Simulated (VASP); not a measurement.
A run of VASP 6.6.1:

The input INCAR:

```
PREC = Accurate
ENCUT = 520
EDIFF = 1E-6
ISMEAR = 0
SIGMA = 0.1
LREAL = False
LASPH = True
NELM = 80
ALGO = Normal
ISIF = 2
LWAVE = False
LCHARG = False
GGA = PS
NBANDS = 21
```

KPOINTS

```
regular mesh
0
Gamma
  14 14 14
```

File POSCAR:

```
Ge
1.0
    0.0000000000      2.8378823607      2.8378823607
    2.8378823607      0.0000000000      2.8378823607
    2.8378823607      2.8378823607      0.0000000000
Ge
2
Direct
    0.0000000000      0.0000000000      0.0000000000
    0.2500000000      0.2500000000      0.2500000000
```

Potentials or basis: VASP PAW PBE potentials, release 64 (Ge_d).

The run is started by

```sh
$ cat potpaw_PBE.64/Ge_d/POTCAR > POTCAR
$ mpirun -np 1 vasp_std > vasp.out
```

Hardware: 1 thread of Intel(R) Xeon(R) 6975P-C (Granite Rapids), on a shared host.

Question: Estimate the wall time of this run.

Answer: Wall time 34 s on 1 thread of Intel(R) Xeon(R) 6975P-C (Granite Rapids), on a shared host, peak memory 0.21 GiB. Counts: scf iterations 11, k points 104.
